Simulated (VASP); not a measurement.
Wanted: the native input for a VASP 6.6.1 run.

| Item | Value |
| --- | --- |
| Task | single point |
| Functional | PBE |
| Dispersion | D3(BJ) |
| Potentials or basis | VASP PAW PBE potentials, release 64 (Sb) |
| Cutoff | 500 eV |
| k mesh | 18 × 18 × 18 |
| Occupations | gaussian, width 0.03 eV |
| Spin | no spin polarisation |
| Dipole correction | no |
| Further INCAR settings | ALGO = Normal; EDIFF = 1e-06; NBANDS = 12 |

The structure of Sb lies in POSCAR:

```
Sb
1.0
    2.1608161195      1.2475477683      3.6783748459
   -2.1608161195      1.2475477683      3.6783748459
    0.0000000000     -2.4950955365      3.6783748459
Sb
2
Direct
    0.2364394594      0.2364394594      0.2364394594
    0.7635605406      0.7635605406      0.7635605406
```

One way to write it, as run:

INCAR

```
SYSTEM = Sb
PREC = Accurate
ENCUT = 500
EDIFF = 1E-6
ISMEAR = 0
SIGMA = 0.03
LREAL = .FALSE.
LASPH = .TRUE.
NELM = 120
ALGO = Normal
ISIF = 2
LWAVE = .FALSE.
LCHARG = .FALSE.
GGA = PE
IVDW = 12
NBANDS = 12
GGA_COMPAT = .FALSE.
```

KPOINTS

```
Automatic mesh
0
G
  18 18 18
  0 0 0
```

Potentials or basis: VASP PAW PBE potentials, release 64 (Sb).

Run with:

```bash
$ cat potpaw_PBE.64/Sb/POTCAR > POTCAR
$ mpirun -np 1 vasp_std > vasp.out
```

It gave:

* Pressure: 0.1 GPa
* Largest force: 0.036 eV/Å
* Band gap on the k mesh: zero (bands 5 and 6 overlap by 0.24 eV)
* Dispersion energy per atom: -0.480 eV

Caveat: spin-orbit coupling is left out, which moves the levels of the heavy elements.

Wall time 4.9 min on 1 thread of AMD EPYC 7R13, on a shared host, peak memory 0.45 GiB.
